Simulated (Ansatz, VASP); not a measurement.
TiAl2: VASP beside Ansatz

File INCAR:

```
PREC = Accurate
ENCUT = 520
EDIFF = 1E-7
ISMEAR = 0
SIGMA = 0.5
LREAL = False
LASPH = True
NELM = 80
ALGO = Normal
ISIF = 2
LWAVE = False
LCHARG = True
LDIPOL = True
IDIPOL = 3
DIPOL = 0.5 0.5 0.497
GGA = PS
LELF = True
LVHAR = True
LVACPOTAV = True
NBANDS = 48
```

Contents of KPOINTS:

```
Automatic mesh
0
Gamma
  9 9 1
```

POSCAR

```
TiAl2
1.0
    3.9006678799      0.0000000000      0.0000000000
    0.0000000000      3.9724249773      0.0000000000
    0.0000000000      0.0000000000     25.1697036736
Al Ti
8 4
Direct
    0.5000000000      0.0000000000      0.2979772864
    0.0000000000      0.5000000000      0.2979772864
    0.5000000000      0.5000000000      0.3807725326
    0.0000000000      0.5000000000      0.4546078495
    0.0000000000      0.0000000000      0.5374030957
    0.5000000000      0.5000000000      0.5374030957
    0.0000000000      0.5000000000      0.6201983419
    0.5000000000      0.5000000000      0.6940336588
    0.0000000000      0.0000000000      0.3727834778
    0.5000000000      0.0000000000      0.4625969043
    0.5000000000      0.0000000000      0.6122092870
    0.0000000000      0.0000000000      0.7020227136
```

Input for Ansatz:

```yaml
crystal:
  lattice:
    - [3.9006678799, 0.0, 0.0]
    - [0.0, 3.9724249773, 0.0]
    - [0.0, 0.0, 25.1697036736]
  atoms:
    - { symbol: Al, position: [0.5, 0.0, 0.2979772864] }
    - { symbol: Al, position: [0.0, 0.5, 0.2979772864] }
    - { symbol: Ti, position: [0.0, 0.0, 0.3727834778] }
    - { symbol: Al, position: [0.5, 0.5, 0.3807725326] }
    - { symbol: Al, position: [0.0, 0.5, 0.4546078495] }
    - { symbol: Ti, position: [0.5, 0.0, 0.4625969043] }
    - { symbol: Al, position: [0.0, 0.0, 0.5374030957] }
    - { symbol: Al, position: [0.5, 0.5, 0.5374030957] }
    - { symbol: Ti, position: [0.5, 0.0, 0.612209287] }
    - { symbol: Al, position: [0.0, 0.5, 0.6201983419] }
    - { symbol: Al, position: [0.5, 0.5, 0.6940336588] }
    - { symbol: Ti, position: [0.0, 0.0, 0.7020227136] }
basis:
  ecutwfc: 420
kpoints:
  mp_grid: { grid: [9, 9, 1] }
hamiltonian:
  xc: pbesol
scf:
  occupations: { method: gaussian, width: 0.5 }
output:
  forces: true
  stress: true
  eigenvalues: true
efield:
  axis: 3
  dipole_correction: true
  ramp_width: 0.04
```

Alike in both runs: task single point; functional PBEsol; k mesh 9 × 9 × 1; occupations gaussian, width 0.5 eV; no spin polarisation.

```csv
,VASP,Ansatz
version,VASP 6.6.1,Ansatz 0.2.0
potentials or method,"VASP PAW PBE potentials, release 64 (Al, Ti_sv), cutoff 520 eV","scalar-relativistic, plane waves, PAW"
valence electrons in the cell,72,72
```

VASP gave:

```
gap on the k mesh at the Fermi level (eV)  : none
rms of the force components (eV/Å)         : 0.164
work function, face that differs most (eV) : 3.97
```

Estimate Ansatz's values.

gap on the k mesh at the Fermi level (eV): none; rms of the force components (eV/Å): 0.164; work function, face that differs most (eV): 3.96.

VASP's potentials were made for PBE, not for PBEsol. A gap of «none» marks a metal or a gap that the smearing closes. With one functional, cell and mesh, what is left measures potentials, basis and numerics.
